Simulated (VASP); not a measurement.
The system is PtSe2 (Sudovikovite).

```
Pt Se
1.0
     3.69901    0.00000    0.00000
    -1.84950    3.20343    0.00000
     0.00000    0.00000    5.02803
Pt Se
1 2
Direct
  0.00000 0.00000 0.00000
  0.66667 0.33333 0.75000
  0.33333 0.66667 0.25000
```

Base run:

```yaml
Program: VASP 6.6.1
Functional: PBE
Dispersion: D3(BJ)
Potentials_or_basis: VASP PAW PBE potentials, release 64 (Pt, Se)
Cutoff: 520 eV
k_mesh: 8 × 8 × 5
Occupations: fermi-dirac, width 0.05 eV
Spin: no spin polarisation
```

Its results: band gap on the k mesh zero (band 11 reaches 7.23 eV, above the bottom of band 12 at 6.94 eV); pressure 6.4 GPa; largest force 0.896 eV/Å.

After a change of settings the same cell gave: band gap on the k mesh zero (band 11 reaches 7.33 eV, above the bottom of band 12 at 7.06 eV); pressure -7.8 GPa; largest force 0.585 eV/Å. Which change was it?
A. functional from PBE to RPBE; further incar settings from ALGO = Normal; EDIFF = 1e-06; NBANDS = 18 to ALGO = Normal; EDIFF = 1e-07; NBANDS = 18
B. functional from PBE to PBEsol; dispersion from D3(BJ) to D4
C. functional from PBE to RPBE; dispersion from D3(BJ) to none

A.

Caveats: spin-orbit coupling is left out, which moves the levels of the heavy elements; pairwise dispersion overbinds metals, which lowers pressure and volume; the PAW data sets were made with another functional, which shifts forces and pressure a little (some runs).
